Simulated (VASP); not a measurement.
Sb:

```
Sb
1.0
     0.00000    2.41014    2.41014
     2.41014    0.00000    2.41014
     2.41014    2.41014    0.00000
Sb
1
Direct
  0.00000 0.00000 0.00000
```

| Item | Value |
| --- | --- |
| Program | VASP 6.6.1 |
| Task | relaxation of cell and atoms |
| Functional | LDA |
| Potentials or basis | VASP PAW LDA potentials, release 64 (Sb) |
| Cutoff | 600 eV |
| k mesh | 15 × 15 × 15 |
| Occupations | fermi-dirac, width 0.1 eV |
| Spin | no spin polarisation |

At the start: pressure -4.8 GPa; volume 28.00 Å³/atom.

Where does the relaxation end?

Over 3 steps the energy falls by 35.8 meV/atom and the volume is 25.80 Å³/atom (-7.9 %); space group Fm-3m (No. 225, to 0.05 Å).

The path:
```tsv
step	energy change (eV)	largest force (eV/Å)	pressure (GPa)	volume (Å³)
1	0.0000	0.0000	-4.85	28.00
2	-0.0249	0.0000	3.35	24.71
3	-0.0358	0.0000	-0.01	25.80
```

Final structure:
```
CELL_PARAMETERS angstrom
0.00000 2.34529 2.34529
2.34529 0.00000 2.34529
2.34529 2.34529 0.00000
ATOMIC_POSITIONS crystal
Sb 0.00000 0.00000 0.00000
```
